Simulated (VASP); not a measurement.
A run of VASP 6.6.1:

The input INCAR:

```
ALGO = Normal ; EDIFF = 1E-6
ENCUT = 910 ; GGA = PE
GGA_COMPAT = F ; ISIF = 2
ISMEAR = 0 ; LASPH = T
LCHARG = F ; LREAL = F
LWAVE = F ; NBANDS = 28
NELM = 120 ; PREC = Accurate
SIGMA = 0.02
```

Contents of KPOINTS:

```
k-points
0
Gamma
  8 8 6
```

The input POSCAR:

```
SnPbO2
1.0
    3.9458024472      0.0000000000      0.0000000000
    0.0000000000      3.9458024472      0.0000000000
    0.0000000000      0.0000000000      5.2225437386
Sn Pb O
1 1 2
Direct
    0.0000000000      0.0000000000      0.2120841189
    0.5000000000      0.5000000000      0.7596287094
    0.0000000000      0.5000000000      0.0091435859
    0.5000000000      0.0000000000      0.0091435859
```

Potentials or basis: VASP PAW PBE potentials, release 64 (Sn_d, Pb_d, O_h).

Command:

```console
$ cat potpaw_PBE.64/Sn_d/POTCAR potpaw_PBE.64/Pb_d/POTCAR potpaw_PBE.64/O_h/POTCAR > POTCAR
$ mpirun -np 1 vasp_std > vasp.out
```

Hardware: 1 thread of AMD EPYC 7R43 64-Core Processor (Zen 3) (shared host).

Task: How long does it take, and how much memory?

Result: Wall time 3.4 min on 1 thread of AMD EPYC 7R43 64-Core Processor (Zen 3), on a shared host, peak memory 0.45 GiB. Counts: scf iterations 15, k points 60.
